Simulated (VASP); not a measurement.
# Cd2HgO3 (C2/m) in VASP: further runs

Runs on Cd2HgO3. Level: PBE. Tasks: single point.

All numbers are computed with VASP 6.6.1; they aren't measurements. Logs are shortened: lines on timing, memory, paths and dates and some standing lists are left out, and cuts for length are marked.

## 1. The cell of the first run

The structure is monoclinic, space group C2/m (No. 12). Conventional cell: a = 6.038 Å, b = 3.482 Å, c = 9.255 Å, α = 90.00°, β = 103.52°, γ = 90.00°. Cd (site symmetry m) has 6 O at 2.32 to 2.42 Å within 3.1 Å. Within 2.6 Å of Hg (site symmetry 2/m) lie 2 O at 2.00 Å. O (site symmetry m) has 1 Hg at 2.00 Å and 3 Cd at 2.32 to 2.33 Å within 2.6 Å. Within 3.3 Å of O (site symmetry 2/m) lie 6 Cd at 2.41 to 2.42 Å and 6 O at 3.21 Å.

## 2. Single point, PBE

The input, INCAR:

```
SYSTEM = Cd2HgO3
  ALGO = Normal
  EDIFF = 1E-6
  ENCUT = 520
  GGA = PE
  ISIF = 2
  ISMEAR = 0
  LASPH = .True.
  LCHARG = .False.
  LREAL = .False.
  LWAVE = .False.
  NBANDS = 36
  NELM = 60
  PREC = Accurate
  SIGMA = 0.1
```

The input, KPOINTS:

```
k-points
0
Gamma
  6 6 2
  0 0 0
```

The input, POSCAR:

```
Cd2HgO3
1.0
    3.0190685482     -1.7408665332      0.0000000000
    3.0190685482      1.7408665332      0.0000000000
   -2.1639642757      0.0000000000      8.9982653410
Cd Hg O
2 1 3
Direct
    0.2193054417      0.2193054417      0.1487195443
    0.7806945583      0.7806945583      0.8512804557
    0.0000000000      0.0000000000      0.5000000000
    0.9322695474      0.9322695474      0.2783667969
    0.5000000000      0.5000000000      0.0000000000
    0.0677304526      0.0677304526      0.7216332031
```

Potentials or basis: VASP PAW PBE potentials, release 64 (Cd, Hg, O).

Run with:

```
cat potpaw_PBE.64/Cd/POTCAR potpaw_PBE.64/Hg/POTCAR potpaw_PBE.64/O/POTCAR > POTCAR
mpirun -np 1 vasp_std > vasp.out
```

OUTCAR:

```text
SYSTEM = Cd2HgO3
   EDIFF = 1E-6
   ENCUT = 520
   GGA = PE
   ISIF = 2
   ISMEAR = 0
   LASPH = .True.
   LREAL = .False.
   NELM = 60
   PREC = Accurate

 ion  position               nearest neighbor table
   1  0.219  0.219  0.149-   4 2.32   4 2.32   4 2.33   5 2.41   5 2.41   5 2.42   2 3.34   2 3.35
                             2 3.35   3 3.73   3 3.73   3 3.79
   2  0.781  0.781  0.851-   6 2.32   6 2.32   6 2.33   5 2.41   5 2.41   5 2.42   1 3.34   1 3.35
                             1 3.35   3 3.73   3 3.73   3 3.79
   3  0.000  0.000  0.500-   4 2.00   6 2.00   2 3.73   2 3.73   1 3.73   1 3.73   1 3.79   2 3.79

   4  0.932  0.932  0.278-   3 2.00   1 2.32   1 2.32   1 2.33
   5  0.500  0.500  0.000-   1 2.41   1 2.41   2 2.41   2 2.41   1 2.42   2 2.42
   6  0.068  0.068  0.722-   3 2.00   2 2.32   2 2.32   2 2.33

  LATTYP: Found a base centered monoclinic cell.
 ALAT       =     6.0381370964
 B/A-ratio  =     0.5766237187
 C/A-ratio  =     1.5327261574
 COS(beta)  =    -0.2338204803

  Lattice vectors:

 A1 = (   3.0190685482,  -1.7408665332,   0.0000000000)
 A2 = (   3.0190685482,   1.7408665332,   0.0000000000)
 A3 = (  -2.1639642757,   0.0000000000,   8.9982653410)

Analysis of symmetry for initial positions (statically):
=====================================================================
 Subroutine PRICEL returns:
 Original cell was already a primitive cell.

 Routine SETGRP: Setting up the symmetry group for a
 base centered monoclinic supercell.

 Subroutine GETGRP returns: Found  4 space group operations
 (whereof  4 operations were pure point group operations)
 out of a pool of  4 trial point group operations.

The static configuration has the point symmetry C_2h.

Analysis of symmetry for dynamics (positions and initial velocities):
=====================================================================
 Subroutine PRICEL returns:
 Original cell was already a primitive cell.

 Routine SETGRP: Setting up the symmetry group for a
 base centered monoclinic supercell.

 Subroutine GETGRP returns: Found  4 space group operations
 (whereof  4 operations were pure point group operations)
 out of a pool of  4 trial point group operations.

The dynamic configuration has the point symmetry C_2h.

 Subroutine INISYM returns: Found  4 space group operations
 (whereof  4 operations are pure point group operations),
 and found     1 'primitive' translations

[... 106 lines left out ...]
   IBRION =     -1    ionic relax: 0-MD 1-quasi-New 2-CG
   NFREE  =      0    steps in history (QN), initial steepest desc. (CG)
   ISIF   =      2    stress and relaxation
   ISYM   =      2    0-nonsym 1-usesym 2-fastsym
   POTIM  = 0.5000    time-step for ionic-motion
   TEBEG  =    0.0;   TEEND  =   0.0 temperature during run
   PSTRESS=    0.0 pullay stress
   NELECT =      54.0000    total number of electrons
   NUPDOWN=      -1.0000    fix difference up-down
   EMIN   =  10.00;   EMAX   =-10.00  energy-range for DOS
   EFERMI =   0.00;   METHOD = LEGACY
   ISMEAR =     0;   SIGMA  =   0.10  broadening in eV -4-tet -1-fermi 0-gaus
   EFERMI_NEDOS =   21; number of points for ismear=-14 and -15
   IALGO  =     38    algorithm
   IMIX   =      4    mixing-type and parameters
     AMIX     =   0.40;   BMIX     =  1.00
     AMIX_MAG =   1.60;   BMIX_MAG =  1.00
  volume/ion in A,a.u.               =      15.76       106.38
  Fermi-wavevector in a.u.,A,eV,Ry     =   1.358096  2.566429 25.094907  1.844424
  Thomas-Fermi vector in A             =   2.484958
   LORBIT       =      0    0 simple, 1 ext, 2 COOP (PROOUT), +10 PAW based schemes
   GGA     = PE    functional components
   LHFCALC =     F    Hartree Fock is set to
   AEXX    =    0.0000 exact exchange contribution
   IVDW    =     0    specifies the selected vdW correction
   LEPSILON=     F    determine dielectric tensor
   LRPA    =     F    only Hartree local field effects (RPA)
 non-spin polarized calculation
 Gauss-broadening in eV      SIGMA  =   0.10
  energy-cutoff  :      520.00
  volume of cell :       94.59
 maximum number of plane-waves:      2587
 NGX is ok and might be reduce to    28
   NGX = 13   NGY = 13   NGZ = 35

 number of electron      54.0000003 magnetization

 Free energy of the ion-electron system (eV)
  ---------------------------------------------------
  ext. energy  EPLUGINS =         0.00000000
  ---------------------------------------------------
  free energy    TOTEN  =       -21.25609765 eV

  energy without entropy =      -21.25261855  energy(sigma->0) =      -21.25435810

 E-fermi :   1.1745     XC(G=0): -10.5692

 val. band max:        1.1063737888   @ k =   0.5000   0.5000   0.5000
 cond. band min:       2.3120252702   @ k =   0.1667   0.1667  -0.0000
 fundamental gap:      1.2056514815
 Fermi energy:         1.1744887986

 k-point     1 :       0.0000    0.0000    0.0000
  band No.  band energies     occupation
      1     -16.5167      2.00000
      2     -15.9832      2.00000
      3     -15.1903      2.00000
      4      -6.5852      2.00000
      5      -5.8815      2.00000
      6      -5.7804      2.00000
[... 925 lines left out ...]
     35      10.7378      0.00000
     36      11.3788      0.00000

 [... further k-points ...]

------------------------ aborting loop because EDIFF is reached ----------------------------------------

  FORCE on cell =-STRESS in cart. coord.  units (eV):
  Direction    XX          YY          ZZ          XY          YZ          ZX
  --------------------------------------------------------------------------------------
  -------------------------------------------------------------------------------------
  Total        0.4207345      0.4387427      1.7131310      0.0000000      0.0000000     -0.0005106
  in kB        7.1267498      7.4317876     29.0184306      0.0000000      0.0000000     -0.0086494
  external PRESSURE =      14.5256560 kB  Pullay stress =       0.0000000 kB

 VOLUME and BASIS-vectors are now :
 -----------------------------------------------------------------------------
  energy-cutoff  :      520.00
  volume of cell :       94.59
      direct lattice vectors                 reciprocal lattice vectors
     3.019068548 -1.740866533  0.000000000     0.165613994 -0.287213287  0.039827984
     3.019068548  1.740866533  0.000000000     0.165613994  0.287213287  0.039827984
    -2.163964276  0.000000000  8.998265341     0.000000000  0.000000000  0.111132531

 POSITION                                       TOTAL-FORCE (eV/Angst)
 -----------------------------------------------------------------------------------
      1.00237      0.00000      1.33822        -0.000183     -0.000000     -0.013186
      2.87180      0.00000      7.66005         0.000183     -0.000000      0.013186
     -1.08198      0.00000      4.49913         0.000000     -0.000000      0.000000
      5.02680      0.00000      2.50482         0.010994     -0.000000     -0.271972
      3.01907      0.00000      0.00000         0.000000      0.000000      0.000000
     -1.15262      0.00000      6.49345        -0.010994     -0.000000      0.271972
 -----------------------------------------------------------------------------------
    total drift:                               -0.000000      0.000000     -0.000000

  FREE ENERGIE OF THE ION-ELECTRON SYSTEM (eV)
  ---------------------------------------------------
  free  energy   TOTEN  =       -21.2560976533 eV

  energy  without entropy=      -21.2526185498  energy(sigma->0) =      -21.25435810
```

OSZICAR:

```text
N       E                     dE             d eps       ncg     rms          rms(c)
DAV:   1     0.464926234087E+03    0.46493E+03   -0.29150E+04  1872   0.150E+03
DAV:   2     0.273837660769E+01   -0.46219E+03   -0.44251E+03  2000   0.401E+02
DAV:   3    -0.271442598159E+02   -0.29883E+02   -0.29622E+02  2204   0.107E+02
DAV:   4    -0.274164007135E+02   -0.27214E+00   -0.27181E+00  2044   0.104E+01
DAV:   5    -0.274176186901E+02   -0.12180E-02   -0.12179E-02  2060   0.658E-01    0.209E+01
DAV:   6    -0.213447945913E+02    0.60728E+01   -0.19602E+01  2708   0.556E+01    0.150E+01
DAV:   7    -0.213835743148E+02   -0.38780E-01   -0.38606E+00  1940   0.135E+01    0.833E+00
DAV:   8    -0.212988864474E+02    0.84688E-01   -0.77419E-01  2280   0.721E+00    0.213E+00
DAV:   9    -0.212549645406E+02    0.43922E-01   -0.13092E-01  2272   0.308E+00    0.445E-01
DAV:  10    -0.212560103732E+02   -0.10458E-02   -0.20467E-02  1960   0.112E+00    0.301E-01
DAV:  11    -0.212559837237E+02    0.26649E-04   -0.10394E-03  2164   0.210E-01    0.167E-01
DAV:  12    -0.212560975406E+02   -0.11382E-03   -0.24949E-04  2012   0.143E-01    0.291E-02
DAV:  13    -0.212560956406E+02    0.19000E-05   -0.22383E-05  2008   0.331E-02    0.103E-02
DAV:  14    -0.212560969493E+02   -0.13087E-05   -0.55073E-06  1728   0.225E-02    0.535E-03
DAV:  15    -0.212560976533E+02   -0.70396E-06   -0.21469E-06  1492   0.111E-02
   1 F= -.21256098E+02 E0= -.21254358E+02  d E =-.347910E-02
```

It took 60 s on 1 thread of AMD EPYC 9R45 (Zen 5), shared host; peak memory 0.24 GiB.

Results:

```yaml
Free_energy: -21.2561 eV
Pressure: 1.5 GPa
Largest_force: 0.272 eV/Å
Band_gap_on_the_k_mesh: zero (bands 27 and 28 overlap by 0.11 eV)
```

Forces in eV/Å, atoms in the order of the input:
```
Cd   0.000  0.000 -0.013
Cd   0.000  0.000  0.013
Hg   0.000  0.000  0.000
O    0.011  0.000 -0.272
O    0.000  0.000  0.000
O   -0.011  0.000  0.272
```

Stress tensor (GPa, compression positive):
```
0.71 0.00 0.00
0.00 0.74 0.00
0.00 0.00 2.90
```

Levels at points of the mesh, in eV from the Fermi level:
```csv
k point,band 23,band 24,band 25,band 26,band 27,band 28,band 29,band 30,band 31,band 32
"(0.00, 0.00, 0.00)",-1.41,-0.56,-0.55,-0.28,-0.27,-0.18,3.41,3.64,6.02,8.53
"(0.50, 0.00, 0.00)",-2.38,-1.84,-1.54,-0.76,-0.07,1.87,3.76,4.83,6.03,6.62
"(0.50, 0.50, 0.00)",-2.41,-2.23,-0.91,-0.70,-0.33,2.02,3.32,4.86,6.03,7.38
"(0.00, 0.00, 0.50)",-1.11,-1.03,-1.03,-0.09,-0.08,1.14,1.93,4.52,5.52,9.98
"(0.50, 0.00, 0.50)",-2.41,-2.23,-0.92,-0.70,-0.34,2.02,3.33,4.88,6.03,7.34
"(0.50, 0.50, 0.50)",-2.29,-1.84,-1.53,-0.80,-0.07,1.87,3.76,4.83,6.01,6.61
```

Caveat: semilocal functionals underestimate gaps, so a narrow gap can read as zero; spin-orbit coupling is left out, which moves the levels of the heavy elements.

## 3. Single point, PBE

The input, INCAR:

```
ALGO = Normal
EDIFF = 1E-7
ENCUT = 520
GGA = PE
ISIF = 2
ISMEAR = 0
LASPH = True
LCHARG = False
LREAL = False
LWAVE = False
NBANDS = 36
NELM = 100
PREC = Accurate
SIGMA = 0.1
```

The input, KPOINTS:

```
k-points
0
Gamma
  12 12 4
```

The input, POSCAR:

```
Cd2HgO3
1.0
    3.0177170145     -1.7415173311      0.0169357458
    3.0177170145      1.7415173311      0.0169357458
   -2.1125189365      0.0000000000      8.9894500348
Cd Hg O
2 1 3
Direct
    0.2173817140      0.2173817140      0.1488504869
    0.7826182860      0.7826182860      0.8511495131
    0.0000000000      0.0000000000      0.5000000000
    0.9284979661      0.9284979661      0.2783828473
    0.5000000000      0.5000000000      0.0000000000
    0.0715020339      0.0715020339      0.7216171527
```

Potentials or basis: VASP PAW PBE potentials, release 64 (Cd, Hg, O).

Run with:

```
cat potpaw_PBE.64/Cd/POTCAR potpaw_PBE.64/Hg/POTCAR potpaw_PBE.64/O/POTCAR > POTCAR
mpirun -np 1 vasp_std > vasp.out
```

It took 6.1 min on 1 thread of AMD EPYC 9R45 (Zen 5), shared host; peak memory 0.56 GiB.

The run converged. Its results:

* Free energy: -21.2574 eV
* Pressure: 1.4 GPa
* Largest force: 0.262 eV/Å
* Band gap on the k mesh: zero (bands 27 and 28 overlap by 0.11 eV)

Forces on the atoms (eV/Å):
```
Cd   0.003  0.000 -0.017
Cd  -0.003  0.000  0.017
Hg   0.000  0.000  0.000
O    0.002  0.000 -0.262
O    0.000  0.000  0.000
O   -0.002  0.000  0.262
```

Stress tensor (GPa, compression positive):
```
 0.71  0.00 -0.03
 0.00  0.70  0.00
-0.03  0.00  2.74
```

Levels at points of the mesh, in eV from the Fermi level:
```tsv
k point	band 24	band 25	band 26	band 27	band 28	band 29	band 30	band 31
(0.00, 0.00, 0.00)	-0.59	-0.59	-0.31	-0.31	-0.22	3.37	3.60	5.97
(0.50, 0.00, 0.00)	-1.88	-1.58	-0.80	-0.11	1.82	3.72	4.79	5.98
(0.50, 0.50, 0.00)	-2.26	-0.96	-0.74	-0.37	1.97	3.29	4.83	5.99
(0.00, 0.00, 0.50)	-1.06	-1.06	-0.12	-0.12	1.10	1.89	4.48	5.47
(0.50, 0.00, 0.50)	-2.27	-0.96	-0.74	-0.37	1.97	3.29	4.83	5.99
(0.50, 0.50, 0.50)	-1.88	-1.57	-0.82	-0.11	1.82	3.72	4.79	5.97
```

Caveat: semilocal functionals underestimate gaps, so a narrow gap can read as zero; spin-orbit coupling is left out, which moves the levels of the heavy elements.
